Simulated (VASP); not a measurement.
# Ti (P6_3/mmc) in VASP: a series of runs, part 2 of 2

VASP 6.6.1.

### 3 Electric field gradients, PBE (zz strain of -2 %)

INCAR reads:

```
PREC = Accurate ; ENCUT = 400
EDIFF = 1E-8 ; ISMEAR = -1
SIGMA = 0.08 ; LREAL = False
LASPH = True ; NELM = 120
ALGO = Normal ; ISIF = 2
LWAVE = False ; LCHARG = False
GGA = PE ; LEFG = True
NBANDS = 19 ; GGA_COMPAT = False
```

KPOINTS reads:

```
regular mesh
0
Gamma
  13 13 7
```

POSCAR reads:

```
Ti
1.0
    2.9499978604      0.0000000000      0.0000000000
   -1.4749989302      2.5547730882      0.0000000000
    0.0000000000      0.0000000000      4.5922800000
Ti
2
Direct
    0.3333333333      0.6666666667      0.2500000000
    0.6666666667      0.3333333333      0.7500000000
```

Potentials or basis: VASP PAW PBE potentials, release 64 (Ti_sv).

Started as:

```
$ cat potpaw_PBE.64/Ti_sv/POTCAR > POTCAR
$ mpirun -np 1 vasp_std > vasp.out
```

OUTCAR:

```text
PREC = Accurate
   ENCUT = 400
   EDIFF = 1E-8
   ISMEAR = -1
   LREAL = False
   LASPH = True
   NELM = 120
   ISIF = 2
   GGA = PE

 ion  position               nearest neighbor table
   1  0.333  0.667  0.250-   2 2.86   2 2.86   2 2.86   2 2.86   2 2.86   2 2.86
   2  0.667  0.333  0.750-   1 2.86   1 2.86   1 2.86   1 2.86   1 2.86   1 2.86

  LATTYP: Found a hexagonal cell.
 ALAT       =     2.9499978604
 C/A-ratio  =     1.5567062138

  Lattice vectors:

 A1 = (   2.9499978604,   0.0000000000,   0.0000000000)
 A2 = (  -1.4749989302,   2.5547730882,   0.0000000000)
 A3 = (   0.0000000000,   0.0000000000,   4.5922800000)

Analysis of symmetry for initial positions (statically):
=====================================================================
 Subroutine PRICEL returns:
 Original cell was already a primitive cell.

 Routine SETGRP: Setting up the symmetry group for a
[... 719 lines left out ...]
  energy-cutoff  :      400.00
  volume of cell :       34.61
      direct lattice vectors                 reciprocal lattice vectors
     2.949997860  0.000000000  0.000000000     0.338983297  0.195712098  0.000000000
    -1.474998930  2.554773088  0.000000000     0.000000000  0.391424195  0.000000000
     0.000000000  0.000000000  4.592280000     0.000000000  0.000000000  0.217756757

 POSITION                                       TOTAL-FORCE (eV/Angst)
 -----------------------------------------------------------------------------------
     -0.00000      1.70318      1.14807         0.000000     -0.000000      0.000000
      1.47500      0.85159      3.44421        -0.000000      0.000000      0.000000
 -----------------------------------------------------------------------------------
    total drift:                               -0.000000      0.000000     -0.000000

  FREE ENERGIE OF THE ION-ELECTRON SYSTEM (eV)
  ---------------------------------------------------
  free  energy   TOTEN  =       -15.6757220378 eV

  energy  without entropy=      -15.6280424296  energy(sigma->0) =      -15.65188223

 Electric field gradients (V/A^2)
---------------------------------------------------------------------
 ion       V_xx      V_yy      V_zz      V_xy      V_xz      V_yz
---------------------------------------------------------------------
   1     -10.574   -10.571    21.144     0.003     0.000    -0.000
   2     -10.574   -10.571    21.144     0.003    -0.000     0.000
---------------------------------------------------------------------

 Electric field gradients after diagonalization (V/A^2)
 (convention: |V_zz| > |V_xx| > |V_yy|)
----------------------------------------------------------------------
 ion       V_xx      V_yy      V_zz     asymmetry (V_yy - V_xx)/ V_zz
----------------------------------------------------------------------
   1     -10.575   -10.569    21.144       0.000
   2     -10.575   -10.569    21.144       0.000
----------------------------------------------------------------------

           NMR quadrupolar parameters

 Cq : quadrupolar parameter    Cq=e*Q*V_zz/h
 eta: asymmetry parameters     (V_yy - V_xx)/ V_zz
 Q  : nuclear electric quadrupole moment in mb (millibarn)
----------------------------------------------------------------------
 ion       Cq(MHz)       eta       Q (mb)
----------------------------------------------------------------------
   1       0.051       0.000       1.000
   2       0.051       0.000       1.000
----------------------------------------------------------------------
```

stdout:

```text
POSCAR found type information on POSCAR Ti
 POSCAR found :  1 types and       2 ions
 scaLAPACK will be used
 LDA part: xc-table for (Slater+PW92), standard interpolation
 POSCAR, INCAR and KPOINTS ok, starting setup
 FFT: planning ... GRIDC
 FFT: planning ... GRID_SOFT
 FFT: planning ... GRID
 WAVECAR not read
 entering main loop
ion   1

ion   2
```

It took 38 s on 1 thread of Intel Xeon Platinum 8259CL at 2.50GHz (Skylake/Cascade Lake), shared host; peak memory 0.15 GiB.

What came out:

- Free energy: -15.6757 eV
- Pressure: -0.3 GPa
- Band gap on the k mesh: zero (bands 12 and 13 overlap by 1.10 eV)
- Largest electric field gradient by atom: Ti +21.1 V/Å²

Stress tensor (GPa, compression positive):
```
-1.00  0.00  0.00
 0.00 -1.00  0.00
 0.00  0.00  0.97
```

Levels at points of the mesh, in eV from the Fermi level:
| k point | band 10 | band 11 | band 12 | band 13 | band 14 | band 15 |
| --- | --- | --- | --- | --- | --- | --- |
| (0.00, 0.00, 0.00) | -2.67 | 0.76 | 0.76 | 0.95 | 1.00 | 1.29 |

Electric field gradients, principal values (V/Å²):
```tsv
atom	least	middle	greatest (by size)
1 Ti	-10.569	-10.575	21.144
2 Ti	-10.569	-10.575	21.144
```

Caveat: the cell differs from its parent crystal (zz strain of -2 %); without QUAD_EFG the Cq values of the log hold for a quadrupole moment of 1 mb, not for the nuclei.

### 4 Electric field gradients, PBE (zz strain of -2 %)

INCAR reads:

```
SYSTEM = Ti
ALGO = Normal ; EDIFF = 1E-8
ENCUT = 400 ; GGA = PE
GGA_COMPAT = .False. ; ISIF = 2
ISMEAR = -1 ; LASPH = .True.
LCHARG = .False. ; LEFG = .True.
LREAL = .False. ; LWAVE = .False.
NBANDS = 19 ; NELM = 120
PREC = Accurate ; SIGMA = 0.08
```

KPOINTS reads:

```
k-points
0
Gamma
  13 13 7
  0 0 0
```

POSCAR is that of step 3.

Potentials or basis: VASP PAW PBE potentials, release 64 (Ti_sv).

Started as:

```
$ cat potpaw_PBE.64/Ti_sv/POTCAR > POTCAR
$ mpirun -np 1 vasp_std > vasp.out
```

OUTCAR:

```text
SYSTEM = Ti
   EDIFF = 1E-8
   ENCUT = 400
   GGA = PE
   ISIF = 2
   ISMEAR = -1
   LASPH = .True.
   LREAL = .False.
   NELM = 120
   PREC = Accurate

 ion  position               nearest neighbor table
   1  0.333  0.667  0.250-   2 2.86   2 2.86   2 2.86   2 2.86   2 2.86   2 2.86
   2  0.667  0.333  0.750-   1 2.86   1 2.86   1 2.86   1 2.86   1 2.86   1 2.86

  LATTYP: Found a hexagonal cell.
 ALAT       =     2.9499978604
 C/A-ratio  =     1.5567062138

  Lattice vectors:

 A1 = (   2.9499978604,   0.0000000000,   0.0000000000)
 A2 = (  -1.4749989302,   2.5547730882,   0.0000000000)
[... 743 lines left out ...]
  free  energy   TOTEN  =       -15.6757220378 eV

  energy  without entropy=      -15.6280424296  energy(sigma->0) =      -15.65188223

 Electric field gradients (V/A^2)
---------------------------------------------------------------------
 ion       V_xx      V_yy      V_zz      V_xy      V_xz      V_yz
---------------------------------------------------------------------
   1     -10.574   -10.571    21.144     0.003     0.000    -0.000
   2     -10.574   -10.571    21.144     0.003    -0.000     0.000
---------------------------------------------------------------------

 Electric field gradients after diagonalization (V/A^2)
 (convention: |V_zz| > |V_xx| > |V_yy|)
----------------------------------------------------------------------
 ion       V_xx      V_yy      V_zz     asymmetry (V_yy - V_xx)/ V_zz
----------------------------------------------------------------------
   1     -10.575   -10.569    21.144       0.000
   2     -10.575   -10.569    21.144       0.000
----------------------------------------------------------------------

           NMR quadrupolar parameters

 Cq : quadrupolar parameter    Cq=e*Q*V_zz/h
 eta: asymmetry parameters     (V_yy - V_xx)/ V_zz
 Q  : nuclear electric quadrupole moment in mb (millibarn)
----------------------------------------------------------------------
 ion       Cq(MHz)       eta       Q (mb)
----------------------------------------------------------------------
   1       0.051       0.000       1.000
   2       0.051       0.000       1.000
----------------------------------------------------------------------
```

OSZICAR:

```text
N       E                     dE             d eps       ncg     rms          rms(c)
DAV:   1     0.241307757508E+03    0.24131E+03   -0.11457E+04  3192   0.134E+03
DAV:   2     0.113065131771E+02   -0.23000E+03   -0.22623E+03  3297   0.403E+02
DAV:   3    -0.165643386573E+02   -0.27871E+02   -0.27563E+02  5940   0.116E+02
DAV:   4    -0.177089896244E+02   -0.11447E+01   -0.11432E+01  3683   0.237E+01
DAV:   5    -0.177562975321E+02   -0.47308E-01   -0.47301E-01  4740   0.359E+00    0.119E+01
DAV:   6    -0.156804804840E+02    0.20758E+01   -0.75435E+00  3724   0.274E+01    0.299E+00
DAV:   7    -0.156608702545E+02    0.19610E-01   -0.67836E-01  4819   0.598E+00    0.205E+00
DAV:   8    -0.156831803096E+02   -0.22310E-01   -0.18395E-01  3428   0.499E+00    0.704E-01
DAV:   9    -0.156753713202E+02    0.78090E-02   -0.41967E-02  3582   0.209E+00    0.519E-02
DAV:  10    -0.156756869212E+02   -0.31560E-03   -0.25161E-03  4659   0.284E-01    0.770E-02
DAV:  11    -0.156757303462E+02   -0.43425E-04   -0.92696E-05  3664   0.627E-02    0.356E-02
DAV:  12    -0.156757214467E+02    0.88995E-05   -0.35442E-05  3592   0.461E-02    0.323E-03
DAV:  13    -0.156757216564E+02   -0.20973E-06   -0.88648E-07  4176   0.672E-03    0.559E-04
DAV:  14    -0.156757220858E+02   -0.42932E-06   -0.13122E-07  4585   0.173E-03    0.105E-03
DAV:  15    -0.156757220405E+02    0.45248E-07   -0.11763E-08  2422   0.954E-04    0.224E-04
DAV:  16    -0.156757220378E+02    0.27053E-08   -0.17632E-09  1758   0.431E-04
   1 F= -.15675722E+02 E0= -.15651882E+02  d E =-.476796E-01
```

stdout:

```text
POSCAR found type information on POSCAR Ti
 POSCAR found :  1 types and       2 ions
 scaLAPACK will be used
 LDA part: xc-table for (Slater+PW92), standard interpolation
 POSCAR, INCAR and KPOINTS ok, starting setup
 FFT: planning ... GRIDC
 FFT: planning ... GRID_SOFT
 FFT: planning ... GRID
 WAVECAR not read
 entering main loop
ion   1

ion   2
```

It took 42 s on 1 thread of Intel Xeon Platinum 8259CL at 2.50GHz (Skylake/Cascade Lake), shared host; peak memory 0.15 GiB.

Results:

```
Free energy                             : -15.6757 eV
Pressure                                : -0.3 GPa
Band gap on the k mesh                  : zero (bands 12 and 13 overlap by 1.10 eV)
Largest electric field gradient by atom : Ti +21.1 V/Å²
```

Stress tensor (GPa, compression positive):
```
-1.00  0.00  0.00
 0.00 -1.00  0.00
 0.00  0.00  0.97
```

Electric field gradients, principal values (V/Å²):
```
atom    least   middle  greatest (by size)
1 Ti  -10.569  -10.575              21.144
2 Ti  -10.569  -10.575              21.144
```

Caveat: the cell differs from its parent crystal (zz strain of -2 %); without QUAD_EFG the Cq values of the log hold for a quadrupole moment of 1 mb, not for the nuclei.
